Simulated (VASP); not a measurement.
A run of VASP 6.6.1 is set up as follows.

File INCAR:

```
SYSTEM = As
ALGO     = Normal         ! electronic algorithm
DIPOL    = 0.5 0.5 0.500
EDIFF    = 1E-6           ! SCF threshold, eV
ENCUT    = 520            ! plane-wave cutoff, eV
GGA      = PE             ! functional
IDIPOL   = 3            
ISIF     = 2              ! what is computed and relaxed
ISMEAR   = 0              ! smearing method
LASPH    = .TRUE.         ! aspherical terms in the spheres
LCHARG   = .TRUE.         ! write CHGCAR
LDIPOL   = .TRUE.       
LELF     = .TRUE.         ! ELF
LREAL    = .FALSE.        ! projectors in reciprocal space
LVACPOTAV= .TRUE.       
LVHAR    = .TRUE.       
LWAVE    = .FALSE.        ! write WAVECAR
NBANDS   = 12             ! bands
NELM     = 60             ! most SCF steps
PREC     = Accurate       ! precision mode
SIGMA    = 0.02           ! smearing width, eV
```

The input KPOINTS:

```
k-points
0
G
  9 9 1
  0 0 0
```

Contents of POSCAR:

```
As
1.0
    3.4390000000      0.0000000000      0.0000000000
   -1.7195000000      2.9782613636      0.0000000000
    0.0000000000      0.0000000000     28.0000000000
As
2
Direct
    0.3333333333      0.6666666667      0.5266071429
    0.6666666667      0.3333333333      0.4733928571
```

Potentials or basis: VASP PAW PBE potentials, release 64 (As).

Launch:

```sh
$ cat potpaw_PBE.64/As/POTCAR > POTCAR
$ mpirun -np 1 vasp_std > vasp.out
```

Question: What does it give for the largest force?

Answer: 0.634 eV/Å.

Question: Estimate the band gap on the k mesh.

Answer: 0.74 eV (least direct gap 2.17 eV).

Forces in eV/Å, atoms in the order of the input:
```
As   0.000  0.000 -0.634
As   0.000  0.000  0.634
```
